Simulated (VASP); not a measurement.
Set up this calculation in VASP 6.6.1, as the native input.

| Property | Result |
| --- | --- |
| Task | single point |
| Functional | PBEsol-based global hybrid |
| Potentials or basis | VASP PAW PBE potentials, release 64 (Hf_pv, B) |
| Cutoff | 520 eV |
| k mesh | 5 × 5 × 5 |
| Occupations | fermi-dirac, width 0.05 eV |
| Spin | no spin polarisation |
| Dipole correction | no |
| Grid for exact exchange (PRECFOCK) | Normal |
| Share of exact exchange | 0.25 |
| Further INCAR settings | ALGO = Normal; EDIFF = 1e-06; NBANDS = 14 |

HfB:

```xyz
2
Lattice="0.0000 2.3992 2.3992 2.3992 0.0000 2.3992 2.3992 2.3992 0.0000" Properties=species:S:1:pos:R:3 pbc="T T T"
Hf    2.3992    2.3992    2.3992
B     0.0000    0.0000    0.0000
```

These files were run (other wordings do the same):

POSCAR

```
HfB
1.0
    0.0000000000      2.3991701891      2.3991701891
    2.3991701891      0.0000000000      2.3991701891
    2.3991701891      2.3991701891      0.0000000000
Hf B
1 1
Direct
    0.5000000000      0.5000000000      0.5000000000
    0.0000000000      0.0000000000      0.0000000000
```

INCAR.step1

```
ALGO = Normal
EDIFF = 1E-5
ENCUT = 520
GGA = PE
ISIF = 2
ISMEAR = -1
LASPH = T
LREAL = F
LWAVE = T
NBANDS = 14
NELM = 100
PREC = Accurate
SIGMA = 0.05
```

INCAR.step2

```
AEXX = 0.25
ALGO = Normal
EDIFF = 1E-6
ENCUT = 520
GGA = PS
ISIF = 2
ISMEAR = -1
ISTART = 1
LASPH = T
LCHARG = T
LELF = T
LHFCALC = T
LREAL = F
LVHAR = T
LWAVE = F
NBANDS = 14
NELM = 100
PREC = Accurate
PRECFOCK = Normal
SIGMA = 0.05
```

KPOINTS

```
k-points
0
Gamma
  5 5 5
```

Potentials or basis: VASP PAW PBE potentials, release 64 (Hf_pv, B).

The run is started by

```console
$ cat potpaw_PBE.64/Hf_pv/POTCAR potpaw_PBE.64/B/POTCAR > POTCAR
$ cp INCAR.step1 INCAR
$ mpirun -np 1 vasp_std > vasp.out
$ cp INCAR.step2 INCAR
$ mpirun -np 1 vasp_std > vasp.out
```

Results of the run:

* Pressure: -1.7 GPa

Caveat: the k points lie up to 0.45 Å⁻¹ apart; the PAW data sets were made with another functional, which shifts forces and pressure a little.

Wall time 5.5 min on 1 thread of AMD EPYC 7R13 Processor (Zen 3), on a shared host, peak memory 0.14 GiB.
